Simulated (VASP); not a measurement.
A run of VASP 6.6.1 is set up as follows.

The input INCAR:

```
SYSTEM = B3As2
ALGO     = Normal         ! electronic algorithm
EDIFF    = 1E-6           ! SCF threshold, eV
ENCUT    = 520            ! plane-wave cutoff, eV
GGA      = PE             ! functional
ISIF     = 2              ! what is computed and relaxed
ISMEAR   = 0              ! smearing method
LASPH    = .True.         ! aspherical terms in the spheres
LCHARG   = .False.        ! write CHGCAR
LREAL    = .False.        ! projectors in reciprocal space
LWAVE    = .False.        ! write WAVECAR
NBANDS   = 18             ! bands
NELM     = 80             ! most SCF steps
PREC     = Accurate       ! precision mode
SIGMA    = 0.1            ! smearing width, eV
```

Contents of KPOINTS:

```
k-points
0
Gamma
  6 6 4
  0 0 0
```

File POSCAR:

```
B3As2
1.0
    2.2352698198     -5.3170105078      0.0000000000
    2.2352698198      5.3170105078      0.0000000000
    0.0000000000      0.0000000000      2.9360182284
B As
3 2
Direct
    0.6922366007      0.6922366007      0.5000000000
    0.3077633993      0.3077633993      0.5000000000
    0.5000000000      0.5000000000      0.0000000000
    0.8481603561      0.1518396439      0.5000000000
    0.1518396439      0.8481603561      0.5000000000
```

Potentials or basis: VASP PAW PBE potentials, release 64 (B, As).

The run is started by

```console
$ cat potpaw_PBE.64/B/POTCAR potpaw_PBE.64/As/POTCAR > POTCAR
$ mpirun -np 1 vasp_std > vasp.out
```

(1) Estimate the largest force.

(2) Predict the pressure.

## Answers

(1) 0.026 eV/Å.

(2) 0.4 GPa.

Caveat: the k points lie up to 0.54 Å⁻¹ apart.
